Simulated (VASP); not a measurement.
Here is a VASP 6.6.1 calculation.

Contents of INCAR:

```
SYSTEM = In
ALGO = Normal
EDIFF = 1E-7
ENCUT = 520
GGA = RE
ISIF = 2
ISMEAR = -1
LASPH = .TRUE.
LCHARG = .FALSE.
LREAL = .FALSE.
LWAVE = .FALSE.
NBANDS = 20
NELM = 60
PREC = Accurate
SIGMA = 0.1
```

File KPOINTS:

```
k-points
0
G
  13 13 11
  0 0 0
```

POSCAR

```
In
1.0
   -3.8845936959      3.8571333463      1.5900712450
    3.8571333463     -3.8845936959      1.5900712450
    2.1439229673      2.1439229673     -1.6403649257
In
2
Direct
    0.9991831451      0.0008168549      1.0000000000
    0.7508168549      0.2491831451      0.5000000000
```

Potentials or basis: VASP PAW PBE potentials, release 64 (In_d).

The run is started by

```sh
$ cat potpaw_PBE.64/In_d/POTCAR > POTCAR
$ mpirun -np 1 vasp_std > vasp.out
```

Problem. What does it give for the pressure?

Solution. 3.2 GPa.

Problem. Predict the largest force.

Solution. 0.028 eV/Å.

Problem. Predict the band gap on the k mesh.

Solution. Zero (band 13 reaches 11.33 eV, above the bottom of band 14 at 4.55 eV).

Forces on the atoms (eV/Å):
```
In  -0.020  0.020  0.000
In   0.020 -0.020  0.000
```

Caveat: the PAW data sets were made with another functional, which shifts forces and pressure a little; spin-orbit coupling is left out, which moves the levels of the heavy elements.
